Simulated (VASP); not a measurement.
# Sc4InSb (F-43m) in VASP: notebook

Runs on Sc4InSb. Level: PBE. Tasks: single point, relaxation of cell and atoms.

All numbers are computed with VASP 6.6.1; they aren't measurements. Logs are shortened: lines on timing, memory, paths and dates and some standing lists are left out, and cuts for length are marked.

## 1. The cell of the first run

Symmetry: F-43m, No. 216, cubic system. The conventional cell has a = 8.349 Å, b = 8.349 Å, c = 8.349 Å, α = 90.00°, β = 90.00°, γ = 90.00°. Sc (site symmetry 3m) has 6 Sc at 2.94 to 2.96 Å and 3 In at 3.46 Å and 3 Sb at 3.46 Å within 3.9 Å. Within 4.5 Å of In (site symmetry -43m) lie 12 Sc at 3.46 Å and 4 Sb at 3.62 Å. Sb (site symmetry -43m) has 12 Sc at 3.46 Å and 4 In at 3.62 Å within 4.6 Å.

The cell was generated, and may not be a known phase.

## 2. Single point, PBE, collinear spin

Contents of INCAR:

```
SYSTEM = Sc4InSb
ALGO = Normal
EDIFF = 1E-7
ENCUT = 520
GGA = PE
ISIF = 2
ISMEAR = 0
ISPIN = 2
LASPH = .TRUE.
LCHARG = .TRUE.
LELF = .TRUE.
LMAXMIX = 4
LORBIT = 11
LREAL = .FALSE.
LVHAR = .TRUE.
LWAVE = .FALSE.
MAGMOM = 1 1 1 1 0 0
NBANDS = 44
NELM = 150
PREC = Accurate
SIGMA = 0.1
```

Contents of KPOINTS:

```
k-points
0
G
  4 4 4
  0 0 0
```

Contents of POSCAR:

```
Sc4InSb
1.0
    0.0000000000      4.1742574142      4.1742574142
    4.1742574142      0.0000000000      4.1742574142
    4.1742574142      4.1742574142      0.0000000000
Sc In Sb
4 1 1
Direct
    0.6253282804      0.6253282804      0.1240151587
    0.6253282804      0.1240151587      0.6253282804
    0.1240151587      0.6253282804      0.6253282804
    0.6253282804      0.6253282804      0.6253282804
    0.0000000000      0.0000000000      0.0000000000
    0.2500000000      0.2500000000      0.2500000000
```

Potentials or basis: VASP PAW PBE potentials, release 64 (Sc_sv, In_d, Sb).

Started as:

```bash
cat potpaw_PBE.64/Sc_sv/POTCAR potpaw_PBE.64/In_d/POTCAR potpaw_PBE.64/Sb/POTCAR > POTCAR
mpirun -np 1 vasp_std > vasp.out
```

OUTCAR:

```text
SYSTEM = Sc4InSb
   EDIFF = 1E-7
   ENCUT = 520
   GGA = PE
   ISIF = 2
   ISMEAR = 0
   ISPIN = 2
   LASPH = .TRUE.
   LORBIT = 11
   LREAL = .FALSE.
   NELM = 150
   PREC = Accurate

 ion  position               nearest neighbor table
   1  0.625  0.625  0.124-   2 2.94   3 2.94   4 2.94   4 2.96   2 2.96   3 2.96   5 3.46   5 3.46
                             5 3.46   6 3.46   6 3.46   6 3.46
   2  0.625  0.124  0.625-   1 2.94   3 2.94   4 2.94   1 2.96   4 2.96   3 2.96   5 3.46   5 3.46
                             5 3.46   6 3.46   6 3.46   6 3.46
   3  0.124  0.625  0.625-   1 2.94   2 2.94   4 2.94   4 2.96   1 2.96   2 2.96   5 3.46   5 3.46
                             5 3.46   6 3.46   6 3.46   6 3.46
   4  0.625  0.625  0.625-   1 2.94   2 2.94   3 2.94   1 2.96   2 2.96   3 2.96   5 3.46   5 3.46
                             5 3.46   6 3.46   6 3.46   6 3.46
   5  0.000  0.000  0.000-   1 3.46   2 3.46   1 3.46   3 3.46   2 3.46   3 3.46   4 3.46   4 3.46
                             4 3.46   1 3.46   2 3.46   3 3.46   6 3.62   6 3.62   6 3.62   6 3.62
   6  0.250  0.250  0.250-   2 3.46   3 3.46   1 3.46   4 3.46   4 3.46   4 3.46   1 3.46   3 3.46
                             3 3.46   1 3.46   2 3.46   2 3.46   5 3.62   5 3.62   5 3.62   5 3.62

  LATTYP: Found a face centered cubic cell.
 ALAT       =     8.3485148284

  Lattice vectors:

 A1 = (   0.0000000000,   4.1742574142,   4.1742574142)
 A2 = (   4.1742574142,   0.0000000000,   4.1742574142)
 A3 = (   4.1742574142,   4.1742574142,   0.0000000000)

Analysis of symmetry for initial positions (statically):
=====================================================================
 Subroutine PRICEL returns:
 Original cell was already a primitive cell.

 Routine SETGRP: Setting up the symmetry group for a
 face centered cubic supercell.

 Subroutine GETGRP returns: Found 24 space group operations
 (whereof 24 operations were pure point group operations)
 out of a pool of 48 trial point group operations.

The static configuration has the point symmetry T_d .

Analysis of symmetry for dynamics (positions and initial velocities):
=====================================================================
 Subroutine PRICEL returns:
 Original cell was already a primitive cell.

 Routine SETGRP: Setting up the symmetry group for a
 face centered cubic supercell.

 Subroutine GETGRP returns: Found 24 space group operations
 (whereof 24 operations were pure point group operations)
 out of a pool of 48 trial point group operations.

The dynamic configuration has the point symmetry T_d .

Analysis of structural, dynamic, and magnetic symmetry:
=====================================================================
 Subroutine PRICEL returns:
 Original cell was already a primitive cell.

 Routine SETGRP: Setting up the symmetry group for a
 face centered cubic supercell.

 Subroutine GETGRP returns: Found 24 space group operations
 (whereof 24 operations were pure point group operations)
 out of a pool of 48 trial point group operations.

The overall configuration has the point symmetry T_d .

 Subroutine INISYM returns: Found 24 space group operations
 (whereof 24 operations are pure point group operations),
 and found     1 'primitive' translations

----------------------------------------------------------------------------------------

                                     Primitive cell

  volume of cell :     145.4681

  direct lattice vectors                    reciprocal lattice vectors
     0.000000000  4.174257414  4.174257414    -0.119781784  0.119781784  0.119781784
     4.174257414  0.000000000  4.174257414     0.119781784 -0.119781784  0.119781784
     4.174257414  4.174257414  0.000000000     0.119781784  0.119781784 -0.119781784

  length of vectors
     5.903291448  5.903291448  5.903291448     0.207468136  0.207468136  0.207468136

  position of ions in fractional coordinates (direct lattice)
     0.625328280  0.625328280  0.124015159
     0.625328280  0.124015159  0.625328280
     0.124015159  0.625328280  0.625328280
     0.625328280  0.625328280  0.625328280
     0.000000000  0.000000000  0.000000000
     0.250000000  0.250000000  0.250000000

  ion indices of the primitive-cell ions
   primitive index   ion index
                 1           1
                 2           2
                 3           3
                 4           4
                 5           5
                 6           6

----------------------------------------------------------------------------------------

 KPOINTS: k-points

[... 40 lines left out ...]
 SYSTEM =  Sc4InSb
   PREC   = accura    normal or accurate (medium, high low for compatibility)
   ISTART =      0    job   : 0-new  1-cont  2-samecut
   ICHARG =      2    charge: 1-file 2-atom 10-const
   ISPIN  =      2    spin polarized calculation?
   LNONCOLLINEAR =      F non collinear calculations
   LSORBIT =      F    spin-orbit coupling
   LASPH  =      T    aspherical Exc in radial PAW
   ENCUT  =  520.0 eV  38.22 Ry    6.18 a.u.  10.98 10.98 10.98*2*pi/ulx,y,z
   NELM   =    150;   NELMIN=  2; NELMDL= -5     # of ELM steps
   EDIFF  = 0.1E-06   stopping-criterion for ELM
   LREAL  =      F    real-space projection
   EDIFFG = 0.1E-05   stopping-criterion for IOM
   NSW    =      0    number of steps for IOM
   IBRION =     -1    ionic relax: 0-MD 1-quasi-New 2-CG
   NFREE  =      0    steps in history (QN), initial steepest desc. (CG)
   ISIF   =      2    stress and relaxation
   ISYM   =      2    0-nonsym 1-usesym 2-fastsym
   POTIM  = 0.5000    time-step for ionic-motion
   TEBEG  =    0.0;   TEEND  =   0.0 temperature during run
   PSTRESS=    0.0 pullay stress
   NELECT =      62.0000    total number of electrons
   NUPDOWN=      -1.0000    fix difference up-down
   EMIN   =  10.00;   EMAX   =-10.00  energy-range for DOS
   EFERMI =   0.00;   METHOD = LEGACY
   ISMEAR =     0;   SIGMA  =   0.10  broadening in eV -4-tet -1-fermi 0-gaus
   EFERMI_NEDOS =   21; number of points for ismear=-14 and -15
   IALGO  =     38    algorithm
   IMIX   =      4    mixing-type and parameters
     AMIX     =   0.40;   BMIX     =  1.00
     AMIX_MAG =   1.60;   BMIX_MAG =  1.00
  volume/ion in A,a.u.               =      24.24       163.61
  Fermi-wavevector in a.u.,A,eV,Ry     =   1.232015  2.328172 20.651769  1.517862
  Thomas-Fermi vector in A             =   2.366802
   LORBIT       =     11    0 simple, 1 ext, 2 COOP (PROOUT), +10 PAW based schemes
   GGA     = PE    functional components
   LHFCALC =     F    Hartree Fock is set to
   AEXX    =    0.0000 exact exchange contribution
   IVDW    =     0    specifies the selected vdW correction
   LEPSILON=     F    determine dielectric tensor
   LRPA    =     F    only Hartree local field effects (RPA)
 spin polarized calculation
 Gauss-broadening in eV      SIGMA  =   0.10
  energy-cutoff  :      520.00
  volume of cell :      145.47
 maximum number of plane-waves:      3928
 NGX is ok and might be reduce to    48
   NGX = 21   NGY = 21   NGZ = 21

 number of electron      61.9999996 magnetization       0.0001676

 number of electron      61.9999996 magnetization      -0.0002020

 Free energy of the ion-electron system (eV)
  ---------------------------------------------------
  ext. energy  EPLUGINS =         0.00000000
  ---------------------------------------------------
  free energy    TOTEN  =       -31.94242416 eV

  energy without entropy =      -31.91111434  energy(sigma->0) =      -31.92676925

 E-fermi :   5.5872     XC(G=0): -10.1391

 val. band max:        5.5122165180   @ k =  -0.2500   0.2500   0.0000
 cond. band min:       5.6041140315   @ k =   0.2500   0.0000   0.0000
 fundamental gap:      0.0918975135
 Fermi energy:         5.5871588871

 spin component 1

 k-point     1 :       0.0000    0.0000    0.0000
  band No.  band energies     occupation
      1     -44.0229      1.00000
      2     -43.8924      1.00000
      3     -43.8924      1.00000
      4     -43.8924      1.00000
      5     -23.1023      1.00000
      6     -22.8249      1.00000
[... 357 lines left out ...]
     42       7.6109      0.00000
     43       8.2195      0.00000
 Fermi energy:         5.5871588871

 spin component 2

 k-point     1 :       0.0000    0.0000    0.0000
  band No.  band energies     occupation
      1     -44.0230      1.00000
      2     -43.8924      1.00000
      3     -43.8924      1.00000
      4     -43.8924      1.00000
      5     -23.1024      1.00000
      6     -22.8249      1.00000
[... 357 lines left out ...]
     42       7.6108      0.00000
     43       8.2195      0.00000
 [bands above 43 left out]

------------------------ aborting loop because EDIFF is reached ----------------------------------------

  FORCE on cell =-STRESS in cart. coord.  units (eV):
  Direction    XX          YY          ZZ          XY          YZ          ZX
  --------------------------------------------------------------------------------------
  -------------------------------------------------------------------------------------
  Total       -0.0906026     -0.0906026     -0.0906026      0.0000000     -0.0000000      0.0000000
  in kB       -0.9978916     -0.9978916     -0.9978916      0.0000000     -0.0000000      0.0000000
  external PRESSURE =      -0.9978916 kB  Pullay stress =       0.0000000 kB

 VOLUME and BASIS-vectors are now :
 -----------------------------------------------------------------------------
  energy-cutoff  :      520.00
  volume of cell :      145.47
      direct lattice vectors                 reciprocal lattice vectors
     0.000000000  4.174257414  4.174257414    -0.119781784  0.119781784  0.119781784
     4.174257414  0.000000000  4.174257414     0.119781784 -0.119781784  0.119781784
     4.174257414  4.174257414  0.000000000     0.119781784  0.119781784 -0.119781784

 POSITION                                       TOTAL-FORCE (eV/Angst)
 -----------------------------------------------------------------------------------
      3.12795      3.12795      5.22056         0.008675      0.008675     -0.008675
      3.12795      5.22056      3.12795         0.008675     -0.008675      0.008675
      5.22056      3.12795      3.12795        -0.008675      0.008675      0.008675
      5.22056      5.22056      5.22056        -0.008675     -0.008675     -0.008675
      0.00000      0.00000      0.00000        -0.000000     -0.000000     -0.000000
      2.08713      2.08713      2.08713        -0.000000     -0.000000     -0.000000
 -----------------------------------------------------------------------------------
    total drift:                                0.000001      0.000001      0.000001

  FREE ENERGIE OF THE ION-ELECTRON SYSTEM (eV)
  ---------------------------------------------------
  free  energy   TOTEN  =       -31.9424241558 eV

  energy  without entropy=      -31.9111143430  energy(sigma->0) =      -31.92676925

 total charge

# of ion       s       p       d       tot
------------------------------------------
    1        2.281   6.091   1.127   9.499
    2        2.281   6.091   1.127   9.499
    3        2.281   6.091   1.127   9.499
    4        2.281   6.091   1.127   9.499
    5        0.881   0.637   9.834  11.352
    6        1.156   1.160   0.031   2.347
--------------------------------------------------
tot         11.162  26.160  14.372  51.693

 magnetization (x)

# of ion       s       p       d       tot
------------------------------------------
    1       -0.000  -0.000  -0.000  -0.000
    2       -0.000  -0.000  -0.000  -0.000
    3       -0.000  -0.000  -0.000  -0.000
    4       -0.000  -0.000  -0.000  -0.000
    5        0.000  -0.000   0.000   0.000
    6       -0.000  -0.000   0.000  -0.000
--------------------------------------------------
tot         -0.000  -0.000  -0.000  -0.000
```

It took 2.6 min on 1 thread of Intel Xeon Platinum 8488C (Sapphire Rapids), shared host; peak memory 0.43 GiB.

Results:

| Quantity | Value |
| --- | --- |
| Free energy | -31.9424 eV |
| Pressure | -0.1 GPa |
| Largest force | 0.015 eV/Å |
| Band gap on the k mesh | zero (filled and empty bands overlap) |
| Net moment | 0.00 μB per cell |
| Valence electrons inside the program's atomic spheres | Sc 9.50; In 11.35; Sb 2.35 |

Forces on the atoms (eV/Å):
```
Sc   0.009  0.009 -0.009
Sc   0.009 -0.009  0.009
Sc  -0.009  0.009  0.009
Sc  -0.009 -0.009 -0.009
In   0.000  0.000  0.000
Sb   0.000  0.000  0.000
```

Caveat: spin-orbit coupling is left out, which moves the levels of the heavy elements.

## 3. Relaxation of cell and atoms, PBE

Contents of INCAR:

```
SYSTEM = Sc4InSb
PREC = Accurate
ENCUT = 600
EDIFF = 1E-6
ISMEAR = 0
SIGMA = 0.1
LREAL = .FALSE.
LASPH = .TRUE.
NELM = 80
ALGO = Fast
ISIF = 3
LWAVE = .FALSE.
LCHARG = .FALSE.
GGA = PE
IBRION = 2
NSW = 100
EDIFFG = -0.01
```

Contents of KPOINTS:

```
regular mesh
0
G
  8 8 8
  0 0 0
```

POSCAR is that of step 2.

Potentials or basis: VASP PAW PBE potentials, release 64 (Sc_sv, In_d, Sb).

Started as:

```bash
cat potpaw_PBE.64/Sc_sv/POTCAR potpaw_PBE.64/In_d/POTCAR potpaw_PBE.64/Sb/POTCAR > POTCAR
mpirun -np 1 vasp_std > vasp.out
```

OUTCAR:

```text
SYSTEM = Sc4InSb
   PREC = Accurate
   ENCUT = 600
   EDIFF = 1E-6
   ISMEAR = 0
   LREAL = .FALSE.
   LASPH = .TRUE.
   NELM = 80
   ISIF = 3
   GGA = PE
   IBRION = 2
   NSW = 100
   EDIFFG = -0.01

 ion  position               nearest neighbor table
   1  0.625  0.625  0.124-   2 2.94   3 2.94   4 2.94   4 2.96   2 2.96   3 2.96   5 3.46   5 3.46
                             5 3.46   6 3.46   6 3.46   6 3.46
   2  0.625  0.124  0.625-   1 2.94   3 2.94   4 2.94   1 2.96   4 2.96   3 2.96   5 3.46   5 3.46
                             5 3.46   6 3.46   6 3.46   6 3.46
[... 1227 lines left out ...]
  Total       -0.0214842     -0.0214842     -0.0214842      0.0000000     -0.0000000      0.0000000
  in kB       -0.2363451     -0.2363451     -0.2363451      0.0000000     -0.0000000      0.0000000
  external PRESSURE =      -0.2363451 kB  Pullay stress =       0.0000000 kB

 VOLUME and BASIS-vectors are now :
 -----------------------------------------------------------------------------
  energy-cutoff  :      600.00
  volume of cell :      145.64
      direct lattice vectors                 reciprocal lattice vectors
    -0.000000000  4.175908416  4.175908416    -0.119734427  0.119734427  0.119734427
     4.175908416  0.000000000  4.175908416     0.119734427 -0.119734427  0.119734427
     4.175908416  4.175908416  0.000000000     0.119734427  0.119734427 -0.119734427

 POSITION                                       TOTAL-FORCE (eV/Angst)
 -----------------------------------------------------------------------------------
      3.13040      3.13040      5.22142         0.002634      0.002634     -0.002634
      3.13040      5.22142      3.13040         0.002634     -0.002634      0.002634
      5.22142      3.13040      3.13040        -0.002634      0.002634      0.002634
      5.22142      5.22142      5.22142        -0.002634     -0.002634     -0.002634
      8.35182      4.17591      4.17591         0.000000      0.000000      0.000000
      2.08795      2.08795      2.08795         0.000000      0.000000      0.000000
 -----------------------------------------------------------------------------------
    total drift:                                0.000001      0.000001      0.000001

  FREE ENERGIE OF THE ION-ELECTRON SYSTEM (eV)
  ---------------------------------------------------
  free  energy   TOTEN  =       -31.9091289419 eV

  energy  without entropy=      -31.8645747998  energy(sigma->0) =      -31.88685187

 reached required accuracy - stopping structural energy minimisation
```

Wall time 11 min (1 thread of Intel Xeon Platinum 8488C (Sapphire Rapids), shared host); peak memory 0.46 GiB.

Results:

* Free energy: -31.9091 eV
* Relaxed volume: 24.27 Å³/atom
* Relaxed cell: a = 5.906 Å, b = 5.906 Å, c = 5.906 Å, α = 60.00°, β = 60.00°, γ = 60.00°
* Space group after relaxing (to 0.1 Å): F-43m (No. 216)
* Energy gained by relaxing: 0.0 meV/atom
* Ionic steps: 2
* Pressure after relaxing: 0.0 GPa
* Largest force after relaxing: 0.005 eV/Å
* Band gap on the k mesh: zero (bands 31 and 32 overlap by 0.72 eV)

Forces on the atoms (eV/Å):
```
Sc   0.003  0.003 -0.003
Sc   0.003 -0.003  0.003
Sc  -0.003  0.003  0.003
Sc  -0.003 -0.003 -0.003
In   0.000  0.000  0.000
Sb   0.000  0.000  0.000
```

The path:
| step | energy change (eV) | largest force (eV/Å) | pressure (GPa) | volume (Å³) |
| --- | --- | --- | --- | --- |
| 1 | 0.0000 | 0.0434 | 0.05 | 145.47 |
| 2 | -0.0002 | 0.0046 | -0.02 | 145.64 |

Final structure:
```
Sc In Sb
1.0
     0.00000    4.17591    4.17591
     4.17591    0.00000    4.17591
     4.17591    4.17591    0.00000
Sc In Sb
4 1 1
Direct
  0.62518 0.62518 0.12445
  0.62518 0.12445 0.62518
  0.12445 0.62518 0.62518
  0.62518 0.62518 0.62518
  0.00000 0.00000 0.00000
  0.25000 0.25000 0.25000
```

Caveat: spin-orbit coupling is left out, which moves the levels of the heavy elements.

The gap in the log of VASP goes by the Fermi energy; the results here count the filled bands.